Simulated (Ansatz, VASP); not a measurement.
Two plane-wave programs on Zr2BeS4

```xyz
7
Lattice="5.1187 0.0000 0.0000 0.0000 5.1187 0.0000 0.0000 0.0000 6.3907" Properties=species:S:1:pos:R:3 pbc="T T T"
Zr    0.0000    0.0000    4.7755
Zr    0.0000    0.0000    1.6152
Be    2.5594    2.5594    3.1954
S     1.3657    1.3657    0.0000
S     3.7531    3.7531    0.0000
S     3.7531    1.3657    0.0000
S     1.3657    3.7531    0.0000
```

Alike in both runs: functional PBE; k mesh 2 × 2 × 3; occupations gaussian, width 0.15 eV; no spin polarisation.

Ansatz relaxed the structure, and its values are those at the end. VASP's run is a single point on that final structure, the one shown.

|  | VASP | Ansatz |
| --- | --- | --- |
| version | VASP 6.6.1 | Ansatz 0.2.0 |
| potentials or method | VASP PAW PBE potentials, release 64 (Zr_sv, Be, S), cutoff 520 eV | scalar-relativistic, plane waves, PAW |
| valence electrons in the cell | 50 | 50 |

|  | VASP | Ansatz | Ansatz less VASP |
| --- | --- | --- | --- |
| gap on the k mesh at the Fermi level (eV) | none | none | - |
| pressure (GPa) | 0.1 | 0.2 | +0.05 |
| rms of the force components (eV/Å) | 0.012 | 0.015 | +0.0031 |

A gap of «none» marks a metal or a gap that the smearing closes.

The k mesh is coarse, so the values compare programs but aren't converged.
